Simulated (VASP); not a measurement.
A run of VASP 6.6.1:

File INCAR:

```
PREC     = Accurate       # precision mode
ENCUT    = 600            # plane-wave cutoff, eV
EDIFF    = 1E-6           # SCF threshold, eV
ISMEAR   = -1             # smearing method
SIGMA    = 0.05           # smearing width, eV
LREAL    = F              # projectors in reciprocal space
LASPH    = T              # aspherical terms in the spheres
NELM     = 120            # most SCF steps
ALGO     = Normal         # electronic algorithm
ISIF     = 2              # what is computed and relaxed
LWAVE    = F              # write WAVECAR
LCHARG   = F              # write CHGCAR
GGA      = B5             # functional
ALDAX    = 1.0          
AGGAX    = 1.0          
AGGAC    = 1.0          
ALDAC    = 0.0          
NBANDS   = 20             # bands
GGA_COMPAT= F
```

KPOINTS

```
regular mesh
0
Gamma
  12 12 7
```

Contents of POSCAR:

```
Ta2C
1.0
    3.1059000000      0.0000000000      0.0000000000
   -1.5529500000      2.6897883016      0.0000000000
    0.0000000000      0.0000000000      4.9464000000
Ta C
2 1
Direct
    0.3333333333      0.6666666667      0.2520100000
    0.6666666667      0.3333333333      0.7479900000
    0.0000000000      0.0000000000      0.0000000000
```

Potentials or basis: VASP PAW PBE potentials, release 64 (Ta_pv, C).

Launch:

```sh
$ cat potpaw_PBE.64/Ta_pv/POTCAR potpaw_PBE.64/C/POTCAR > POTCAR
$ mpirun -np 1 vasp_std > vasp.out
```

Hardware: 1 thread of Intel(R) Xeon(R) Platinum 8259CL CPU @ 2.50GHz (Skylake/Cascade Lake) (shared host).

Problem. How long does it take, and how much memory?

Solution. It took 110 s on 1 thread of Intel(R) Xeon(R) Platinum 8259CL CPU @ 2.50GHz (Skylake/Cascade Lake) (shared host), peak memory 0.25 GiB. Counts: scf iterations 13, k points 112.
